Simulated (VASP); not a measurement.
**Nb: single point with PBE**

Crystal: Nb.

```
Nb
1.0
     4.20283    0.00000    0.00000
     0.00000    4.20283    0.00000
     0.00000    0.00000    4.20283
Nb
4
Direct
  0.00004 0.00004 0.00004
  0.49996 0.99996 0.50004
  0.50004 0.49996 0.99996
  0.99996 0.50004 0.49996
```

```json
{
  "Program": "VASP 6.6.1",
  "Task": "single point",
  "Functional": "PBE",
  "Potentials or basis": "VASP PAW PBE potentials, release 64 (Nb_sv)",
  "Cutoff": "520 eV",
  "k mesh": "4 × 4 × 4",
  "Occupations": "gaussian, width 0.1 eV",
  "Spin": "no spin polarisation",
  "Dipole correction": "no",
  "Further INCAR settings": "ALGO = Normal; EDIFF = 1e-07; NBANDS = 34"
}
```

```
Pressure               : -0.3 GPa
Band gap on the k mesh : zero (band 26 reaches 11.71 eV, above the bottom of band 27 at 10.12 eV)
```

Levels at points of the mesh, in eV from the Fermi level:
```
           k point  band 25  band 26  band 27  band 28  band 29  band 30
(0.00, 0.00, 0.00)     0.11     0.11     2.75     2.75     3.65     3.65
(0.50, 0.00, 0.00)    -1.12    -1.12     0.66     0.66     1.92     1.92
(0.50, 0.50, 0.00)    -1.01    -1.01    -1.00    -1.00     1.33     1.33
(0.50, 0.50, 0.50)    -0.08    -0.08    -0.08    -0.08     1.41     1.41
```

Wall time 13 s on 1 thread of Intel(R) Xeon(R) 6975P-C (Granite Rapids) (shared host), peak memory 0.17 GiB.

Caveat: the k points lie up to 0.37 Å⁻¹ apart.
